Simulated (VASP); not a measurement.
Set up this calculation in VASP 6.6.1, as the native input.

```
Task                   : single point
Functional             : r2SCAN
Potentials or basis    : VASP PAW PBE potentials, release 64 (Ba_sv, Ti_sv, O)
Cutoff                 : 520 eV
k mesh                 : 5 × 5 × 5
Occupations            : gaussian, width 0.01 eV
Spin                   : non-collinear spin, zero start, spin-orbit coupling
Starting moments       : [[0.0, 0.0, 0.0], [0.0, 0.0, 0.0], [0.0, 0.0, 0.0], [0.0, 0.0, 0.0], [0.0, 0.0, 0.0]] μB
Dipole correction      : no
Further INCAR settings : ALGO = Normal; EDIFF = 1e-06; NBANDS = 55
```

BaTiO3:

```
Ba Ti O
1.0
     3.99980    0.00000    0.00000
     0.00000    3.99980    0.00000
     0.00000    0.00000    4.01800
Ba Ti O
1 1 3
Direct
  0.00000 0.00000 0.00000
  0.50000 0.50000 0.49000
  0.00000 0.50000 0.51700
  0.50000 0.00000 0.51700
  0.50000 0.50000 0.01900
```

The input as run:

POSCAR

```
BaTiO3
1.0
    3.9998000000      0.0000000000      0.0000000000
    0.0000000000      3.9998000000      0.0000000000
    0.0000000000      0.0000000000      4.0180000000
Ba Ti O
1 1 3
Direct
    0.0000000000      0.0000000000      0.0000000000
    0.5000000000      0.5000000000      0.4900000000
    0.0000000000      0.5000000000      0.5170000000
    0.5000000000      0.0000000000      0.5170000000
    0.5000000000      0.5000000000      0.0190000000
```

INCAR.step1

```
SYSTEM = BaTiO3
PREC = Accurate ; ENCUT = 520
ISMEAR = 0 ; SIGMA = 0.01
LREAL = .FALSE. ; LASPH = .TRUE.
NELM = 150 ; MAGMOM = 0 0 0 0 0 0 0 0 0 0 0 0 0 0 0
LSORBIT = .TRUE. ; GGA_COMPAT = .FALSE.
LMAXMIX = 4 ; NBANDS = 55
GGA = PE ; ALGO = Normal
EDIFF = 1E-4 ; LWAVE = .TRUE.
LCHARG = .FALSE.
```

INCAR.step2

```
SYSTEM = BaTiO3
PREC = Accurate ; ENCUT = 520
EDIFF = 1E-6 ; ISMEAR = 0
SIGMA = 0.01 ; LREAL = .FALSE.
LASPH = .TRUE. ; NELM = 150
ALGO = Normal ; ISIF = 2
LWAVE = .FALSE. ; LCHARG = .FALSE.
MAGMOM = 0 0 0 0 0 0 0 0 0 0 0 0 0 0 0 ; LORBIT = 11
LSORBIT = .TRUE. ; GGA_COMPAT = .FALSE.
LORBMOM = .TRUE. ; LMAXMIX = 4
METAGGA = R2SCAN ; LMIXTAU = .TRUE.
NBANDS = 55 ; ISTART = 1
```

KPOINTS

```
regular mesh
0
G
  5 5 5
  0 0 0
```

Potentials or basis: VASP PAW PBE potentials, release 64 (Ba_sv, Ti_sv, O).

Command:

```bash
$ cat potpaw_PBE.64/Ba_sv/POTCAR potpaw_PBE.64/Ti_sv/POTCAR potpaw_PBE.64/O/POTCAR > POTCAR
$ cp INCAR.step1 INCAR
$ mpirun -np 1 vasp_ncl > vasp.out
$ cp INCAR.step2 INCAR
$ mpirun -np 1 vasp_ncl > vasp.out
```

It gave:

| Quantity | Value |
| --- | --- |
| Pressure | 1.1 GPa |
| Largest force | 0.307 eV/Å |
| Net moment | 0.00 μB per cell |
| Valence electrons inside the program's atomic spheres | Ba 7.99; Ti 10.13; O 5.07 |

Caveat: the PAW data sets were made with another functional, which shifts forces and pressure a little.

Wall time 9.3 min on 1 thread of Intel(R) Xeon(R) 6975P-C (Granite Rapids), with other jobs on the host, peak memory 0.42 GiB.
